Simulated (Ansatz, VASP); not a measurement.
## Si: VASP beside Ansatz

```
CELL_PARAMETERS angstrom
0.00000 2.70358 2.70358
2.70358 0.00000 2.70358
2.70358 2.70358 0.00000
ATOMIC_POSITIONS crystal
Si 0.50000 0.50000 0.50000
Si 0.75000 0.75000 0.75000
```

Alike in both runs: task single point; functional b88 exchange, pbe correlation; k mesh 8 × 8 × 8; occupations fermi-dirac, width 0.05 eV; no spin polarisation.

```csv
,VASP,Ansatz
version,VASP 6.6.1,Ansatz 0.2.0
potentials or method,"VASP PAW PBE potentials, release 64 (Si)",Ansatz PAW
plane-wave cutoff (eV),500,420
valence electrons in the cell,8,8
```

Ansatz gave:

```
gap on the k mesh at the Fermi level (eV) : 0.60
least direct gap on the mesh (eV)         : 2.58
pressure (GPa)                            : 3.4
```

Question: What did VASP give for the same quantities?

Answer: gap on the k mesh at the Fermi level (eV): 0.60; least direct gap on the mesh (eV): 2.58; pressure (GPa): 3.3.

VASP's potentials were made for PBE, not for b88 exchange, pbe correlation. The functional is the same, so the differences come from potentials, cutoffs and numerics.
